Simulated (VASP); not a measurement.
# BAs (F-43m) in VASP: further runs, part 2 of 2

VASP 6.6.1. Earlier steps stand in the parts before.

## (3) Single point, PBE

This run uses another cell than the first one, of 13.63 Å³/atom, 1.006 times its volume.

File INCAR:

```
ALGO = Normal
EDIFF = 1E-6
ENCUT = 520
GGA = PE
ISIF = 2
ISMEAR = 0
LASPH = True
LCHARG = True
LELF = True
LREAL = False
LVHAR = True
LWAVE = False
NBANDS = 11
NELM = 80
PREC = Accurate
SIGMA = 0.024
```

File KPOINTS:

```
k-points
0
Gamma
  10 10 10
```

File POSCAR:

```
BAs
1.0
    0.0000000000      2.3885000000      2.3885000000
    2.3885000000      0.0000000000      2.3885000000
    2.3885000000      2.3885000000      0.0000000000
As B
1 1
Direct
    0.7500000000      0.7500000000      0.7500000000
    0.0000000000      0.0000000000      0.0000000000
```

Potentials or basis: VASP PAW PBE potentials, release 64 (As, B).

On the command line:

```console
cat potpaw_PBE.64/As/POTCAR potpaw_PBE.64/B/POTCAR > POTCAR
mpirun -np 1 vasp_std > vasp.out
```

OUTCAR:

```text
EDIFF = 1E-6
   ENCUT = 520
   GGA = PE
   ISIF = 2
   ISMEAR = 0
   LASPH = True
   LREAL = False
   NELM = 80
   PREC = Accurate

 ion  position               nearest neighbor table
   1  0.750  0.750  0.750-   2 2.07   2 2.07   2 2.07   2 2.07
   2  0.000  0.000  0.000-   1 2.07   1 2.07   1 2.07   1 2.07

  LATTYP: Found a face centered cubic cell.
 ALAT       =     4.7770000000

  Lattice vectors:

 A1 = (   0.0000000000,   2.3885000000,   2.3885000000)
 A2 = (   2.3885000000,   0.0000000000,   2.3885000000)
 A3 = (   2.3885000000,   2.3885000000,   0.0000000000)

Analysis of symmetry for initial positions (statically):
=====================================================================
 Subroutine PRICEL returns:
 Original cell was already a primitive cell.

 Routine SETGRP: Setting up the symmetry group for a
 face centered cubic supercell.

 Subroutine GETGRP returns: Found 24 space group operations
 (whereof 24 operations were pure point group operations)
 out of a pool of 48 trial point group operations.

The static configuration has the point symmetry T_d .

Analysis of symmetry for dynamics (positions and initial velocities):
=====================================================================
 Subroutine PRICEL returns:
 Original cell was already a primitive cell.

 Routine SETGRP: Setting up the symmetry group for a
 face centered cubic supercell.

 Subroutine GETGRP returns: Found 24 space group operations
 (whereof 24 operations were pure point group operations)
 out of a pool of 48 trial point group operations.

The dynamic configuration has the point symmetry T_d .

 Subroutine INISYM returns: Found 24 space group operations
 (whereof 24 operations are pure point group operations),
 and found     1 'primitive' translations

----------------------------------------------------------------------------------------

                                     Primitive cell

  volume of cell :      27.2525

  direct lattice vectors                    reciprocal lattice vectors
     0.000000000  2.388500000  2.388500000    -0.209336404  0.209336404  0.209336404
     2.388500000  0.000000000  2.388500000     0.209336404 -0.209336404  0.209336404
     2.388500000  2.388500000  0.000000000     0.209336404  0.209336404 -0.209336404

  length of vectors
     3.377849094  3.377849094  3.377849094     0.362581287  0.362581287  0.362581287

  position of ions in fractional coordinates (direct lattice)
     0.750000000  0.750000000  0.750000000
     0.000000000  0.000000000  0.000000000

  ion indices of the primitive-cell ions
   primitive index   ion index
                 1           1
                 2           2

----------------------------------------------------------------------------------------

 KPOINTS: k-points

Automatic generation of k-mesh.
 Grid dimensions read from file:
 generate k-points for:   10   10   10

 Generating k-lattice:

  Cartesian coordinates                     Fractional coordinates (reciprocal lattice)
    -0.020933640  0.020933640  0.020933640     0.100000000  0.000000000  0.000000000
     0.020933640 -0.020933640  0.020933640     0.000000000  0.100000000  0.000000000
     0.020933640  0.020933640 -0.020933640     0.000000000  0.000000000  0.100000000

  Length of vectors
     0.036258129  0.036258129  0.036258129

  Shift w.r.t. Gamma in fractional coordinates (k-lattice)
     0.000000000  0.000000000  0.000000000

 Subroutine IBZKPT returns following result:
 ===========================================

 Found     47 irreducible k-points:

 Following reciprocal coordinates:
            Coordinates               Weight
  0.000000  0.000000  0.000000      1.000000
  0.100000  0.000000  0.000000      8.000000
  0.200000  0.000000  0.000000      8.000000
  0.300000  0.000000  0.000000      8.000000
  0.400000  0.000000  0.000000      8.000000
  0.500000  0.000000  0.000000      4.000000
[... 16 lines left out ...]
  0.300000  0.300000  0.000000      6.000000
  0.400000  0.300000  0.000000     24.000000
 [... further k-points ...]
   k-points           NKPTS =     47   k-points in BZ     NKDIM =     47   number of bands    NBANDS=     11
   number of dos      NEDOS =    301   number of ions     NIONS =      2
   total plane-waves  NPLWV =  21952
   dimension x,y,z NGX =    28 NGY =   28 NGZ =   28
   dimension x,y,z NGXF=    56 NGYF=   56 NGZF=   56
   ions per type =               1   1
   NGX,Y,Z   is equivalent  to a cutoff of  13.78, 13.78, 13.78 a.u.
   NGXF,Y,Z  is equivalent  to a cutoff of  27.56, 27.56, 27.56 a.u.
 SYSTEM =  unknown system
   PREC   = accura    normal or accurate (medium, high low for compatibility)
   ISTART =      0    job   : 0-new  1-cont  2-samecut
   ICHARG =      2    charge: 1-file 2-atom 10-const
   ISPIN  =      1    spin polarized calculation?
   LNONCOLLINEAR =      F non collinear calculations
   LSORBIT =      F    spin-orbit coupling
   LASPH  =      T    aspherical Exc in radial PAW
   ENCUT  =  520.0 eV  38.22 Ry    6.18 a.u.   6.28  6.28  6.28*2*pi/ulx,y,z
   NELM   =     80;   NELMIN=  2; NELMDL= -5     # of ELM steps
   EDIFF  = 0.1E-05   stopping-criterion for ELM
   LREAL  =      F    real-space projection
   EDIFFG = 0.1E-04   stopping-criterion for IOM
   NSW    =      0    number of steps for IOM
   IBRION =     -1    ionic relax: 0-MD 1-quasi-New 2-CG
   NFREE  =      0    steps in history (QN), initial steepest desc. (CG)
   ISIF   =      2    stress and relaxation
   ISYM   =      2    0-nonsym 1-usesym 2-fastsym
   POTIM  = 0.5000    time-step for ionic-motion
   TEBEG  =    0.0;   TEEND  =   0.0 temperature during run
   PSTRESS=    0.0 pullay stress
   NELECT =       8.0000    total number of electrons
   NUPDOWN=      -1.0000    fix difference up-down
   EMIN   =  10.00;   EMAX   =-10.00  energy-range for DOS
   EFERMI =   0.00;   METHOD = LEGACY
   ISMEAR =     0;   SIGMA  =   0.02  broadening in eV -4-tet -1-fermi 0-gaus
   EFERMI_NEDOS =   21; number of points for ismear=-14 and -15
   IALGO  =     38    algorithm
   IMIX   =      4    mixing-type and parameters
     AMIX     =   0.40;   BMIX     =  1.00
     AMIX_MAG =   1.60;   BMIX_MAG =  1.00
  volume/ion in A,a.u.               =      13.63        91.95
  Fermi-wavevector in a.u.,A,eV,Ry     =   1.088018  2.056057 16.106360  1.183784
  Thomas-Fermi vector in A             =   2.224191
   LORBIT       =      0    0 simple, 1 ext, 2 COOP (PROOUT), +10 PAW based schemes
   GGA     = PE    functional components
   LHFCALC =     F    Hartree Fock is set to
   AEXX    =    0.0000 exact exchange contribution
   IVDW    =     0    specifies the selected vdW correction
   LEPSILON=     F    determine dielectric tensor
   LRPA    =     F    only Hartree local field effects (RPA)
 non-spin polarized calculation
 Gauss-broadening in eV      SIGMA  =   0.02
  energy-cutoff  :      520.00
  volume of cell :       27.25
 maximum number of plane-waves:       754
 NGX is ok and might be reduce to    28
   NGX = 13   NGY = 13   NGZ = 13

 number of electron       8.0000000 magnetization

 Free energy of the ion-electron system (eV)
  ---------------------------------------------------
  ext. energy  EPLUGINS =         0.00000000
  ---------------------------------------------------
  free energy    TOTEN  =       -11.40640277 eV

  energy without entropy =      -11.40640277  energy(sigma->0) =      -11.40640277

 E-fermi :   6.2385     XC(G=0): -10.5843

 val. band max:        6.1263304018   @ k =   0.0000   0.0000   0.0000
 cond. band min:       7.3017620039   @ k =   0.4000   0.4000   0.0000
 fundamental gap:      1.1754316021
 Fermi energy:         6.2385213397

 k-point     1 :       0.0000    0.0000    0.0000
  band No.  band energies     occupation
      1      -9.2749      2.00000
      2       6.1263      2.00000
      3       6.1263      2.00000
      4       6.1263      2.00000
      5       9.4028      0.00000
      6       9.4028      0.00000
      7       9.4028      0.00000
      8      10.8131      0.00000
      9      15.7090      0.00000
     10      19.0768      0.00000
     11      19.0768      0.00000
[... 309 lines left out ...]
 k-point    24 :       0.4000    0.3000    0.0000
  band No.  band energies     occupation
      1      -6.6308      2.00000
      2      -0.3314      2.00000
      3       2.1499      2.00000
      4       2.6401      2.00000
      5       7.8225      0.00000
      6       9.5221      0.00000
      7      14.9620      0.00000
      8      15.1948      0.00000
      9      18.1795      0.00000
     10      21.9433      0.00000
     11      21.9978      0.00000

 [... further k-points ...]
[... 5 lines left out ...]
  --------------------------------------------------------------------------------------
  -------------------------------------------------------------------------------------
  Total        0.5824743      0.5824743      0.5824743      0.0000000      0.0000000     -0.0000000
  in kB       34.2437714     34.2437714     34.2437714      0.0000000      0.0000000     -0.0000000
  external PRESSURE =      34.2437714 kB  Pullay stress =       0.0000000 kB

 VOLUME and BASIS-vectors are now :
 -----------------------------------------------------------------------------
  energy-cutoff  :      520.00
  volume of cell :       27.25
      direct lattice vectors                 reciprocal lattice vectors
     0.000000000  2.388500000  2.388500000    -0.209336404  0.209336404  0.209336404
     2.388500000  0.000000000  2.388500000     0.209336404 -0.209336404  0.209336404
     2.388500000  2.388500000  0.000000000     0.209336404  0.209336404 -0.209336404

 POSITION                                       TOTAL-FORCE (eV/Angst)
 -----------------------------------------------------------------------------------
      3.58275      3.58275      3.58275         0.000000      0.000000      0.000000
      0.00000      0.00000      0.00000        -0.000000     -0.000000     -0.000000
 -----------------------------------------------------------------------------------
    total drift:                                0.000000      0.000000      0.000000

  FREE ENERGIE OF THE ION-ELECTRON SYSTEM (eV)
  ---------------------------------------------------
  free  energy   TOTEN  =       -11.4064027662 eV

  energy  without entropy=      -11.4064027662  energy(sigma->0) =      -11.40640277
```

stdout:

```text
POSCAR found type information on POSCAR AsB
 POSCAR found :  2 types and       2 ions
 scaLAPACK will be used
 LDA part: xc-table for (Slater+PW92), standard interpolation
 POSCAR, INCAR and KPOINTS ok, starting setup
 FFT: planning ... GRIDC
 FFT: planning ... GRID_SOFT
 FFT: planning ... GRID
 WAVECAR not read
 entering main loop
```

It took 11 s on 1 thread of Intel Xeon Platinum 8488C (Sapphire Rapids), shared host; peak memory 0.16 GiB.

Results:

```yaml
Free_energy: -11.4064 eV
Pressure: 3.4 GPa
Band_gap_on_the_k_mesh: 1.18 eV, indirect (least direct gap 3.28 eV)
```

## (4) Single point, PBE

This run uses another cell than the first one, of 13.63 Å³/atom, 1.006 times its volume.

File INCAR:

```
SYSTEM = BAs
  PREC = Accurate
  ENCUT = 520
  EDIFF = 1E-7
  ISMEAR = 0
  SIGMA = 0.027000000000000003
  LREAL = .False.
  LASPH = .True.
  NELM = 80
  ALGO = Normal
  ISIF = 2
  LWAVE = .False.
  LCHARG = .False.
  GGA = PE
  NBANDS = 11
```

File KPOINTS:

```
Automatic mesh
0
Gamma
  10 10 10
  0 0 0
```

POSCAR is that of step 3.

Potentials or basis: VASP PAW PBE potentials, release 64 (As, B).

On the command line:

```console
cat potpaw_PBE.64/As/POTCAR potpaw_PBE.64/B/POTCAR > POTCAR
mpirun -np 1 vasp_std > vasp.out
```

OUTCAR:

```text
SYSTEM = BAs
   PREC = Accurate
   ENCUT = 520
   EDIFF = 1E-7
   ISMEAR = 0
   LREAL = .False.
   LASPH = .True.
   NELM = 80
   ISIF = 2
   GGA = PE

 ion  position               nearest neighbor table
   1  0.750  0.750  0.750-   2 2.07   2 2.07   2 2.07   2 2.07
   2  0.000  0.000  0.000-   1 2.07   1 2.07   1 2.07   1 2.07

  LATTYP: Found a face centered cubic cell.
 ALAT       =     4.7770000000

  Lattice vectors:

 A1 = (   0.0000000000,   2.3885000000,   2.3885000000)
 A2 = (   2.3885000000,   0.0000000000,   2.3885000000)
 A3 = (   2.3885000000,   2.3885000000,   0.0000000000)
[... 513 lines left out ...]
      7      14.9619      0.00000
      8      15.1947      0.00000
      9      18.1794      0.00000
     10      21.9433      0.00000
     11      21.9977      0.00000

 [... further k-points ...]
[... 5 lines left out ...]
  --------------------------------------------------------------------------------------
  -------------------------------------------------------------------------------------
  Total        0.5835160      0.5835160      0.5835160      0.0000000     -0.0000000      0.0000000
  in kB       34.3050133     34.3050133     34.3050133      0.0000000     -0.0000000      0.0000000
  external PRESSURE =      34.3050133 kB  Pullay stress =       0.0000000 kB

 VOLUME and BASIS-vectors are now :
 -----------------------------------------------------------------------------
  energy-cutoff  :      520.00
  volume of cell :       27.25
      direct lattice vectors                 reciprocal lattice vectors
     0.000000000  2.388500000  2.388500000    -0.209336404  0.209336404  0.209336404
     2.388500000  0.000000000  2.388500000     0.209336404 -0.209336404  0.209336404
     2.388500000  2.388500000  0.000000000     0.209336404  0.209336404 -0.209336404

 POSITION                                       TOTAL-FORCE (eV/Angst)
 -----------------------------------------------------------------------------------
      3.58275      3.58275      3.58275         0.000000      0.000000      0.000000
      0.00000      0.00000      0.00000        -0.000000     -0.000000     -0.000000
 -----------------------------------------------------------------------------------
    total drift:                                0.000000      0.000000      0.000000

  FREE ENERGIE OF THE ION-ELECTRON SYSTEM (eV)
  ---------------------------------------------------
  free  energy   TOTEN  =       -11.4064028169 eV

  energy  without entropy=      -11.4064028169  energy(sigma->0) =      -11.40640282
```

OSZICAR:

```text
N       E                     dE             d eps       ncg     rms          rms(c)
DAV:   1     0.126784066976E+02    0.12678E+02   -0.38969E+03  1034   0.653E+02
DAV:   2    -0.113052585673E+02   -0.23984E+02   -0.23058E+02  1430   0.105E+02
DAV:   3    -0.120437236387E+02   -0.73847E+00   -0.73682E+00  1299   0.171E+01
DAV:   4    -0.120457041586E+02   -0.19805E-02   -0.19804E-02  1168   0.102E+00
DAV:   5    -0.120457071149E+02   -0.29563E-05   -0.29563E-05  1242   0.423E-02    0.493E+00
DAV:   6    -0.114722488801E+02    0.57346E+00   -0.15826E+00  1097   0.511E+00    0.240E+00
DAV:   7    -0.114127331491E+02    0.59516E-01   -0.19375E-01  1205   0.216E+00    0.984E-01
DAV:   8    -0.114059392417E+02    0.67939E-02   -0.20239E-02  1178   0.809E-01    0.983E-02
DAV:   9    -0.114062411514E+02   -0.30191E-03   -0.76318E-04  1163   0.160E-01    0.587E-02
DAV:  10    -0.114063967055E+02   -0.15555E-03   -0.19150E-04  1108   0.844E-02    0.122E-02
DAV:  11    -0.114064026381E+02   -0.59327E-05   -0.54105E-06  1261   0.156E-02    0.106E-02
DAV:  12    -0.114064027662E+02   -0.12810E-06   -0.27151E-06  1103   0.897E-03    0.369E-03
DAV:  13    -0.114064028169E+02   -0.50703E-07   -0.85305E-08  1025   0.189E-03
   1 F= -.11406403E+02 E0= -.11406403E+02  d E =-.142744E-11
```

stdout:

```text
POSCAR found type information on POSCAR AsB
 POSCAR found :  2 types and       2 ions
 scaLAPACK will be used
 LDA part: xc-table for (Slater+PW92), standard interpolation
 POSCAR, INCAR and KPOINTS ok, starting setup
 FFT: planning ... GRIDC
 FFT: planning ... GRID_SOFT
 FFT: planning ... GRID
 WAVECAR not read
 entering main loop
```

Run time: 15 s. Hardware: 1 thread of Intel Xeon Platinum 8488C (Sapphire Rapids), shared host; peak memory 0.16 GiB.

What came out:

* Free energy: -11.4064 eV
* Pressure: 3.4 GPa
* Band gap on the k mesh: 1.18 eV, indirect (least direct gap 3.28 eV)

## (5) Summary

```tsv
level	cell	smearing	gap on the mesh (eV)	pressure (GPa)
PBEsol	a = 3.371 Å, angles 60.0°, 2 atoms	fermi-dirac 0.05 eV	1.07	0.9
PBE	a = 3.378 Å, angles 60.0°, 2 atoms	gaussian 0.024 eV	1.18	3.4
PBE	a = 3.378 Å, angles 60.0°, 2 atoms	gaussian 0.027 eV	1.18	3.4
```

Alike in all rows: task single point; potentials or basis VASP PAW PBE potentials, release 64 (As, B); no spin polarisation; k mesh 10 × 10 × 10; cutoff (eV) 520.

Caveats: the PAW data sets were made with another functional, which shifts forces and pressure a little (some runs).

Total energies depend on the potentials used, so only differences within one code and one set of settings carry meaning.
